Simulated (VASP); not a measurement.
Wanted: the native input for a VASP 6.6.1 run.

```
Task                    : density of states
Functional              : PBE
Potentials or basis     : VASP PAW PBE potentials, release 64 (Al, Pt)
Cutoff                  : 520 eV
k mesh                  : 12 × 12 × 12
Occupations             : gaussian, width 0.1 eV
Spin                    : no spin polarisation
Dipole correction       : no
k mesh for the DOS      : 18 × 18 × 18
Occupations for the DOS : tetrahedron
Further INCAR settings  : ALGO = Fast; EDIFF = 1e-06
```

The system is Al2Pt.

```
CELL_PARAMETERS angstrom
0.00000 2.97320 2.97320
2.97320 0.00000 2.97320
2.97320 2.97320 0.00000
ATOMIC_POSITIONS crystal
Al 0.25000 0.25000 0.25000
Al 0.75000 0.75000 0.75000
Pt 0.00000 0.00000 0.00000
```

One way to write it, as run:

POSCAR

```
Al2Pt
1.0
    0.0000000000      2.9732040958      2.9732040958
    2.9732040958      0.0000000000      2.9732040958
    2.9732040958      2.9732040958      0.0000000000
Al Pt
2 1
Direct
    0.2500000000      0.2500000000      0.2500000000
    0.7500000000      0.7500000000      0.7500000000
    0.0000000000      0.0000000000      0.0000000000
```

INCAR.step1

```
ALGO = Fast ; EDIFF = 1E-6
ENCUT = 520 ; GGA = PE
ISIF = 2 ; ISMEAR = 0
LASPH = True ; LCHARG = True
LMAXMIX = 4 ; LREAL = False
LWAVE = False ; NBANDS = 15
NELM = 100 ; PREC = Accurate
SIGMA = 0.1
```

KPOINTS.step1

```
k-points
0
Gamma
  12 12 12
```

INCAR.step2

```
ALGO = Fast ; EDIFF = 1E-6
ENCUT = 520 ; GGA = PE
ICHARG = 11 ; ISIF = 2
ISMEAR = -5 ; LASPH = True
LCHARG = False ; LMAXMIX = 4
LORBIT = 11 ; LREAL = False
LWAVE = False ; NEDOS = 2001
NELM = 100 ; PREC = Accurate
SIGMA = 0.1
```

KPOINTS.step2

```
k-points
0
Gamma
  18 18 18
```

Potentials or basis: VASP PAW PBE potentials, release 64 (Al, Pt).

Command:

```console
$ cat potpaw_PBE.64/Al/POTCAR potpaw_PBE.64/Pt/POTCAR > POTCAR
$ cp INCAR.step1 INCAR
$ cp KPOINTS.step1 KPOINTS
$ mpirun -np 1 vasp_std > vasp.out
$ cp INCAR.step2 INCAR
$ cp KPOINTS.step2 KPOINTS
$ mpirun -np 1 vasp_std > vasp.out
```

Results of the run:

| Quantity | Value |
| --- | --- |
| Valence electrons inside the program's atomic spheres | Al 0.76; Pt 9.68 |

Caveat: spin-orbit coupling is left out, which moves the levels of the heavy elements.

It took 68 s on 1 thread of Intel(R) Xeon(R) Platinum 8488C (Sapphire Rapids) (shared host), peak memory 0.27 GiB.
